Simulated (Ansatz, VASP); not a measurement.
**Two plane-wave programs on AlN**

```
CELL_PARAMETERS angstrom
0.00000 1.96003 1.96003
1.96003 0.00000 1.96003
1.96003 1.96003 0.00000
ATOMIC_POSITIONS crystal
Al 0.50000 0.50000 0.50000
N 0.00000 0.00000 0.00000
```

Alike in both runs: task single point; functional PBEsol; k mesh 10 × 10 × 10; occupations gaussian, width 0.02 eV; no spin polarisation.

```csv
,VASP,Ansatz
version,VASP 6.6.1,Ansatz 0.2.0
potentials or method,"VASP PAW PBE potentials, release 64 (Al, N), cutoff 600 eV","scalar-relativistic, plane waves, PAW"
valence electrons in the cell,8,8
```

Ansatz gave:

| Property | Result |
| --- | --- |
| gap on the k mesh at the Fermi level (eV) | 4.96 |
| least direct gap on the mesh (eV) | 7.04 |

**Question.** Estimate VASP's values.

**Answer.** gap on the k mesh at the Fermi level (eV): 4.96; least direct gap on the mesh (eV): 7.07.

VASP's potentials were made for PBE, not for PBEsol. With one functional, cell and mesh, what is left measures potentials, basis and numerics.
